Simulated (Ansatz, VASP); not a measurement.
**CdSe: VASP beside Ansatz**

File INCAR:

```
SYSTEM = CdSe
ALGO = Normal
EDIFF = 1E-7
ENCUT = 520
GGA = PS
GGA_COMPAT = .FALSE.
ISIF = 2
ISMEAR = -1
LASPH = .TRUE.
LCHARG = .FALSE.
LNONCOLLINEAR = .TRUE.
LORBIT = 11
LORBMOM = .TRUE.
LREAL = .FALSE.
LSORBIT = .TRUE.
LWAVE = .FALSE.
MAGMOM = 0 0 0 0 0 0
NBANDS = 30
NELM = 150
PREC = Accurate
SIGMA = 0.01
```

The input KPOINTS:

```
k-points
0
G
  6 6 6
  0 0 0
```

Contents of POSCAR:

```
CdSe
1.0
    3.0565209857      3.0565209857      0.0000000000
   -3.0565209857      3.0565209857      0.0000000000
    0.0000000000      3.0565209857      3.0207288430
Cd Se
1 1
Direct
    0.0000000000      0.0000000000      0.0000000000
    0.7500000000      0.2500000000      0.5000000000
```

Input for Ansatz:

```yaml
crystal:
  lattice:
    - [3.05652098567, 3.05652098567, 0.0]
    - [-3.05652098567, 3.05652098567, 0.0]
    - [0.0, 3.05652098567, 3.02072884298]
  atoms:
    - { symbol: Cd, position: [0.0, 0.0, 0.0] }
    - { symbol: Se, position: [0.75, 0.25, 0.5] }
kpoints:
  mp_grid: { grid: [6, 6, 6] }
scf:
  occupations: { method: fermi_dirac, width: 0.01 }
  convergence: { dr2_threshold: 1.0e-10 }
hamiltonian:
  xc: pbesol
  pseudopotentials: { kind: all_electron, lapw: { basis_error: 0.0005 } }
magnetization:
  noncollinear: true
  spin_orbit: true
output:
  forces: true
  stress: true
  eigenstates:
    kpoints:
      - [0.0, 0.0, 0.0]
      - [-0.5, -0.5, -0.5]
      - [-0.5, 0.5, 0.0]
      - [0.0, 0.0, -0.5]
      - [0.0, -0.5, -0.5]
      - [0.0, 0.5, 0.0]
      - [-0.5, 0.0, 0.0]
      - [-0.5, 0.0, -0.5]
  eigenvalues: true
```

Change from the starting cell: film at in-plane strain +0.005.

Alike in both runs: task single point; functional PBEsol; k mesh 6 × 6 × 6; occupations fermi-dirac, width 0.01 eV; non-collinear spin, spin-orbit coupling.

|  | VASP | Ansatz |
| --- | --- | --- |
| version | VASP 6.6.1 | Ansatz 0.2.0 |
| potentials or method | VASP PAW PBE potentials, release 64 (Cd, Se), cutoff 520 eV | all-electron LAPW |

```tsv
	VASP	Ansatz	Ansatz less VASP
pressure (GPa)	0.1	-0.2	-0.34
traceless stress, the component that is largest in VASP (GPa)	0.14	0.14	+0.002
```

VASP's potentials were made for PBE, not for PBEsol. Ansatz ran all-electron here, and VASP with PAW potentials.
